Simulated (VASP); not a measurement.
The system is Ga.

```xyz
2
Lattice="1.3830 -4.0265 0.0000 1.3830 4.0265 0.0000 -0.1174 0.0000 3.3299" Properties=species:S:1:pos:R:3 pbc="T T T"
Ga    1.2949    2.9716    2.4974
Ga    1.3536   -2.9716    0.8325
```

Base run:

| Quantity | Value |
| --- | --- |
| Program | VASP 6.6.1 |
| Functional | PBE |
| Potentials or basis | VASP PAW PBE potentials, release 64 (Ga_d) |
| Cutoff | 520 eV |
| k mesh | 10 × 10 × 8 |
| Occupations | fermi-dirac, width 0.05 eV |
| Spin | no spin polarisation |

Its results: band gap on the k mesh zero (bands 13 and 14 overlap by 8.39 eV); pressure 1.6 GPa; largest force 0.205 eV/Å.

The run is repeated on the same cell with these changes: functional from PBE to r2SCAN; further incar settings from ALGO = Fast; EDIFF = 1e-06; NBANDS = 20 to ALGO = Normal; EDIFF = 1e-07; NBANDS = 20. What comes out?

Band gap on the k mesh zero (bands 13 and 14 overlap by 8.75 eV); pressure -1.4 GPa; largest force 0.209 eV/Å.

Caveats: the PAW data sets were made with another functional, which shifts forces and pressure a little (at least some runs).
